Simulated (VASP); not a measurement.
## SnSe: single point with r2SCAN

Crystal: SnSe.

```xyz
2
Lattice="0.0000 2.9670 2.9670 2.9670 0.0000 2.9670 2.9670 2.9670 0.0000" Properties=species:S:1:pos:R:3 pbc="T T T"
Sn    0.0000    0.0000    0.0000
Se    2.9670    2.9670    2.9670
```

```yaml
Program: VASP 6.6.1
Task: single point
Functional: r2SCAN
Potentials_or_basis: VASP PAW PBE potentials, release 64 (Sn_d, Se)
Cutoff: 520 eV
k_mesh: 8 × 8 × 8
Occupations: fermi-dirac, width 0.02 eV
Spin: no spin polarisation
Dipole_correction: no
Further_INCAR_settings: ALGO = Normal; EDIFF = 1e-07; NBANDS = 17
```

| Quantity | Value |
| --- | --- |
| Pressure | 2.4 GPa |
| Band gap on the k mesh | 0.66 eV |

Levels at points of the mesh, in eV from the valence-band top:
```csv
k point,band 6,band 7,band 8,band 9,band 10,band 11,band 12,band 13,band 14,band 15
"(0.00, 0.00, 0.00)",-15.02,-5.07,-2.75,-2.75,-2.75,4.55,4.55,4.55,6.01,6.01
"(0.50, 0.00, 0.00)",-13.95,-8.79,-2.47,-2.47,0.00,0.66,1.12,1.12,8.72,10.56
"(0.50, 0.50, 0.00)",-13.60,-6.34,-6.24,-4.30,-4.30,2.99,5.74,5.74,6.48,10.77
```

Wall time 39 s on 1 thread of Intel(R) Xeon(R) 6975P-C (Granite Rapids), on a shared host, peak memory 0.19 GiB.

Caveat: the PAW data sets were made with another functional, which shifts forces and pressure a little; spin-orbit coupling is left out, which moves the levels of the heavy elements. A k mesh can miss the band edges.
